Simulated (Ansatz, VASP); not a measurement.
**One calculation of Mg2BeS3, two programs**

```xyz
6
Lattice="3.5265 0.0000 0.0000 0.0000 4.3924 0.0000 0.0000 0.0000 7.6263" Properties=species:S:1:pos:R:3 pbc="T T T"
Mg    0.0000    2.1962    0.2155
Mg    0.0000    0.0000    3.6982
Be    1.7632    2.1962    2.4779
S     1.7632    0.0000    6.3768
S     1.7632    0.0000    1.3844
S     1.7632    2.1962    4.9131
```

Change from the starting cell: species swapped into the Nd2In3Ni type (Pmm2, No. 25).

Alike in both runs: task single point; functional PBE; k mesh 6 × 4 × 2; occupations gaussian, width 0.1 eV; no spin polarisation.

```csv
,VASP,Ansatz
version,VASP 6.6.1,Ansatz 0.2.0
potentials or method,"VASP PAW PBE potentials, release 64 (Mg, Be, S), cutoff 600 eV","scalar-relativistic, plane waves, PAW"
valence electrons in the cell,24,40
```

```tsv
	VASP	Ansatz	Ansatz less VASP
gap on the k mesh at the Fermi level (eV)	none	none	-
pressure (GPa)	-7.1	-7.0	+0.11
traceless stress, the component that is largest in VASP (GPa)	3.77	3.79	+0.017
rms of the force components (eV/Å)	0.899	0.898	-0.0013
```

Atom by atom the forces differ by 0.002 eV/Å (rms over components). A gap of «none» marks a metal or a gap that the smearing closes. VASP's potentials hold 24 valence electrons a cell and Ansatz's 40, so a difference there can come from the potentials and not from the codes.

The k mesh is coarse, so the values compare programs but aren't converged.
